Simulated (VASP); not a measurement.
Runs of VASP 6.6.1 on MgS. The structure is cubic, space group F-43m (No. 216). Conventional cell: a = 5.662 Å, b = 5.662 Å, c = 5.662 Å, α = 90.00°, β = 90.00°, γ = 90.00°. Mg (site symmetry -43m) has 4 S at 2.45 Å within 3.2 Å. Within 3.2 Å of S (site symmetry -43m) lie 4 Mg at 2.45 Å. 

| level | smearing | share of exact exchange | screening parameter | gap on the mesh (eV) | pressure (GPa) |
| --- | --- | --- | --- | --- | --- |
| HSE06 | methfessel-paxton 0.2 eV | 0.25 | 0.2079 1/Å | (a) | -0.1 |
| PBE-based screened hybrid with 10 % exact exchange | gaussian 0.01 eV | 0.1 | 0.1 1/Å | 4.01 | (b) |
| PBE-based screened hybrid with 30 % exact exchange | gaussian 0.01 eV | 0.3 | 0.1 1/Å | 5.15 | -0.4 |
| HSE06 | gaussian 0.01 eV | 0.25 | 0.2079 1/Å | 4.52 | -0.1 |

Alike in all rows: task single point; potentials or basis VASP PAW PBE potentials, release 64 (Mg, S); no spin polarisation; cell as given; k mesh 4 × 4 × 4; cutoff (eV) 520.

Problem. Fill in the values left out.

Solution. (a) 4.51; (b) 0.5.

Caveats: all runs use coarse meshes; the PAW data sets were made with another functional, which shifts forces and pressure a little.

A k mesh can miss the band edges.
